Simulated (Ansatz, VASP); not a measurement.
**One calculation of SiC, two programs**

The input INCAR:

```
  ALGO = Normal
  EDIFF = 1E-7
  EDIFFG = -0.02
  ENCUT = 520
  GGA = PE
  GGA_COMPAT = F
  IBRION = 2
  ISIF = 2
  ISMEAR = -1
  LASPH = T
  LCHARG = F
  LREAL = F
  LWAVE = F
  NELM = 120
  NELMIN = 4
  NSW = 80
  PREC = Accurate
  SIGMA = 0.02
```

The input KPOINTS:

```
k-points
0
Gamma
  17 17 17
```

File POSCAR:

```
SiC
1.0
    0.0000000000      2.1790000000      2.2007900000
    2.1790000000      0.0000000000      2.2007900000
    2.1790000000      2.1790000000      0.0000000000
Si C
1 1
Direct
    0.0000000000      0.0000000000      0.0000000000
    0.2500000000      0.2500000000      0.2500000000
```

Input for Ansatz:

```yaml
crystal:
  lattice:
    - [0.0, 2.179, 2.20079]
    - [2.179, 0.0, 2.20079]
    - [2.179, 2.179, 0.0]
  atoms:
    - { symbol: Si, position: [0.0, 0.0, 0.0] }
    - { symbol: C, position: [0.25, 0.25, 0.25] }
kpoints:
  mp_grid: { grid: [17, 17, 17] }
scf:
  occupations: { method: fermi_dirac, width: 0.02 }
hamiltonian:
  xc: pbe
  pseudopotentials: { kind: paw }
output:
  forces: true
  stress: true
  populations: true
  efg: { contact_densities: true }
relax:
  f_tol: 0.02
  max_steps: 60
```

Change from the starting cell: z stretched by +1 %, ions relaxed.

Alike in both runs: task relaxation of the atoms; functional PBE; k mesh 17 × 17 × 17; occupations fermi-dirac, width 0.02 eV; no spin polarisation.

|  | VASP | Ansatz |
| --- | --- | --- |
| version | VASP 6.6.1 | Ansatz 0.2.0 |
| potentials or method | VASP PAW PBE potentials, release 64 (Si, C) | plane-wave PAW, scalar-relativistic |
| plane-wave cutoff (eV) | 520 | 420 |
| valence electrons in the cell | 8 | 8 |

VASP gave:

* gap on the k mesh at the Fermi level, each at its own relaxed structure (eV): 1.35

Task: What did Ansatz give for the same quantities?

Result: gap on the k mesh at the Fermi level, each at its own relaxed structure (eV): 1.36.

Ansatz's warnings: stress scf threshold loose.

Noted on VASP's run: the relaxation stopped at its first step, so nothing moved.
